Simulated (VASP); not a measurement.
**SrTiO3: relaxation of cell and atoms with PBE+U**

The system is SrTiO3.

```xyz
5
Lattice="3.9127 0.0000 0.0000 0.0000 3.9127 0.0000 0.0000 0.0000 3.9127" Properties=species:S:1:pos:R:3 pbc="T T T"
Sr    0.0000    0.0000    0.0000
Ti    1.9564    1.9564    1.9564
O     1.9564    0.0000    1.9564
O     1.9564    1.9564    0.0000
O     0.0000    1.9564    1.9564
```

```yaml
Program: VASP 6.6.1
Task: relaxation of cell and atoms
Functional: PBE
Potentials_or_basis: VASP PAW PBE potentials, release 64 (Sr_sv, Ti_sv, O)
Cutoff: 600 eV
k_mesh: 8 × 8 × 8
Occupations: gaussian, width 0.02 eV
Spin: no spin polarisation
Hubbard_terms: Ti d U = 4.0 eV
Dipole_correction: no
Further_INCAR_settings: ALGO = Normal; EDIFF = 1e-06; IBRION = 2; EDIFFG = -0.005; NSW = 100; ISIF = 3
```

- Relaxed volume: 12.49 Å³/atom
- Relaxed cell: a = 3.967 Å, b = 3.967 Å, c = 3.967 Å, α = 90.00°, β = 90.00°, γ = 90.00°
- Space group after relaxing (to 0.1 Å): Pm-3m (No. 221)
- Energy gained by relaxing: 11.3 meV/atom
- Ionic steps: 3
- Pressure after relaxing: 0.0 GPa
- Band gap on the k mesh: 2.27 eV (least direct gap 2.71 eV)

The path:
```
step  energy change (eV)  largest force (eV/Å)  pressure (GPa)  volume (Å³)
   1              0.0000                0.0000            7.44        59.90
   2             -0.0112                0.0000           -5.77        64.86
   3             -0.0567                0.0000           -0.03        62.44
```

Final structure:
```
Sr Ti O
1.0
     3.96722    0.00000    0.00000
     0.00000    3.96722    0.00000
     0.00000    0.00000    3.96722
Sr Ti O
1 1 3
Direct
  0.00000 0.00000 0.00000
  0.50000 0.50000 0.50000
  0.50000 0.00000 0.50000
  0.50000 0.50000 0.00000
  0.00000 0.50000 0.50000
```

Levels at points of the mesh, in eV from the valence-band top:
| k point | band 17 | band 18 | band 19 | band 20 | band 21 | band 22 | band 23 | band 24 |
| --- | --- | --- | --- | --- | --- | --- | --- | --- |
| (0.00, 0.00, 0.00) | -1.11 | -0.44 | -0.44 | -0.44 | 2.27 | 2.27 | 2.27 | 4.01 |
| (0.50, 0.00, 0.00) | -2.14 | -1.86 | -0.80 | -0.80 | 2.45 | 4.00 | 4.00 | 4.02 |
| (0.50, 0.50, 0.00) | -1.91 | -1.54 | -1.54 | -0.09 | 4.02 | 4.02 | 4.47 | 4.87 |
| (0.50, 0.50, 0.50) | -3.52 | 0.00 | 0.00 | 0.00 | 4.65 | 4.65 | 4.65 | 6.70 |

Eigenvalues of the final occupation matrices:
| site | spin | trace | eigenvalues |
| --- | --- | --- | --- |
| site 2 d | 1 | 0.79 | 0.10 0.10 0.10 0.24 0.24 |
| site 2 d | 2 | 0.79 | 0.10 0.10 0.10 0.24 0.24 |

Run time: 2.1 min on 1 thread of Intel(R) Xeon(R) Platinum 8259CL CPU @ 2.50GHz (Skylake/Cascade Lake) (shared host), peak memory 0.23 GiB.

A k mesh can miss the band edges.
